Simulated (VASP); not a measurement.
The system is Ag.

```xyz
2
Lattice="2.9300 0.0000 0.0000 -1.4650 2.5375 0.0000 0.0000 0.0000 4.7900" Properties=species:S:1:pos:R:3 pbc="T T T"
Ag    0.0000    1.6916    1.1975
Ag    1.4650    0.8458    3.5925
```

| Quantity | Value |
| --- | --- |
| Program | VASP 6.6.1 |
| Task | relaxation of volume and atoms at fixed shape |
| Functional | LDA |
| Potentials or basis | VASP PAW LDA potentials, release 64 (Ag) |
| Cutoff | 600 eV |
| k mesh | 9 × 9 × 5 |
| Occupations | fermi-dirac, width 0.05 eV |
| Spin | no spin polarisation |

At the start: pressure -10.9 GPa; volume 17.81 Å³/atom.

Q: How do energy, volume and symmetry change on relaxing?

A: Over 3 steps the energy falls by 68.4 meV/atom and the volume is 16.04 Å³/atom (-9.9 %); space group P6_3/mmc (No. 194, to 0.05 Å).

The path:
| step | energy change (eV) | largest force (eV/Å) | pressure (GPa) | volume (Å³) |
| --- | --- | --- | --- | --- |
| 1 | 0.0000 | 0.0000 | -10.94 | 35.61 |
| 2 | -0.0490 | 0.0000 | 13.09 | 29.71 |
| 3 | -0.1369 | 0.0000 | -0.15 | 32.08 |

Final structure:
```xyz
2
Lattice="2.8298 0.0000 0.0000 -1.4149 2.4507 0.0000 0.0000 0.0000 4.6262" Properties=species:S:1:pos:R:3 pbc="T T T"
Ag    0.0000    1.6338    1.1565
Ag    1.4149    0.8169    3.4696
```
